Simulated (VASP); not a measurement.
A run of VASP 6.6.1 is set up as follows.

The input POSCAR:

```
SiC
1.0
    3.0790000010      0.0000000000      0.0000000000
   -1.5395000005      2.6664922191      0.0000000000
    0.0000000000      0.0000000000     10.0800000000
Si C
4 4
Direct
    0.6666666667      0.3333333333      0.9378301823
    0.3333333333      0.6666666667      0.4378301823
    0.0000000000      0.0000000000      0.6879026212
    0.0000000000      0.0000000000      0.1879026212
    0.6666666667      0.3333333333      0.7498186201
    0.3333333333      0.6666666667      0.2498186201
    0.0000000000      0.0000000000      0.5004485764
    0.0000000000      0.0000000000      0.0004485764
```

Contents of INCAR.step1:

```
SYSTEM = SiC
PREC     = Accurate       ! precision mode
ENCUT    = 520            ! plane-wave cutoff, eV
EDIFF    = 1E-5           ! SCF threshold, eV
ISMEAR   = 0              ! smearing method
SIGMA    = 0.01           ! smearing width, eV
LREAL    = .FALSE.        ! projectors in reciprocal space
LASPH    = .TRUE.         ! aspherical terms in the spheres
NELM     = 120            ! most SCF steps
ALGO     = Normal         ! electronic algorithm
ISIF     = 2              ! what is computed and relaxed
LWAVE    = .TRUE.         ! write WAVECAR
LCHARG   = .FALSE.        ! write CHGCAR
NBANDS   = 26             ! bands
GGA      = PE             ! functional
GGA_COMPAT= .FALSE.
```

File INCAR.step2:

```
SYSTEM = SiC
PREC     = Accurate       ! precision mode
ENCUT    = 520            ! plane-wave cutoff, eV
EDIFF    = 1E-6           ! SCF threshold, eV
ISMEAR   = 0              ! smearing method
SIGMA    = 0.01           ! smearing width, eV
LREAL    = .FALSE.        ! projectors in reciprocal space
LASPH    = .TRUE.         ! aspherical terms in the spheres
NELM     = 120            ! most SCF steps
ALGO     = Normal         ! electronic algorithm
ISIF     = 2              ! what is computed and relaxed
LWAVE    = .FALSE.        ! write WAVECAR
LCHARG   = .FALSE.        ! write CHGCAR
GGA      = PE             ! functional
LHFCALC  = .TRUE.         ! exact exchange
HFSCREEN = 0.2079         ! screening, 1/A
PRECFOCK = Normal       
NBANDS   = 26             ! bands
ISTART   = 1            
GGA_COMPAT= .FALSE.
```

Contents of KPOINTS:

```
Automatic mesh
0
G
  6 6 2
  0 0 0
```

Potentials or basis: VASP PAW PBE potentials, release 64 (Si, C).

Run with:

```sh
$ cat potpaw_PBE.64/Si/POTCAR potpaw_PBE.64/C/POTCAR > POTCAR
$ cp INCAR.step1 INCAR
$ mpirun -np 1 vasp_std > vasp.out
$ cp INCAR.step2 INCAR
$ mpirun -np 1 vasp_std > vasp.out
```

(1) Predict the band gap on the k mesh.

(2) Predict the largest force.

Answers

(1) 3.14 eV (least direct gap 4.38 eV).

(2) 0.016 eV/Å.

Caveat: the PAW data sets were made with another functional, which shifts forces and pressure a little.
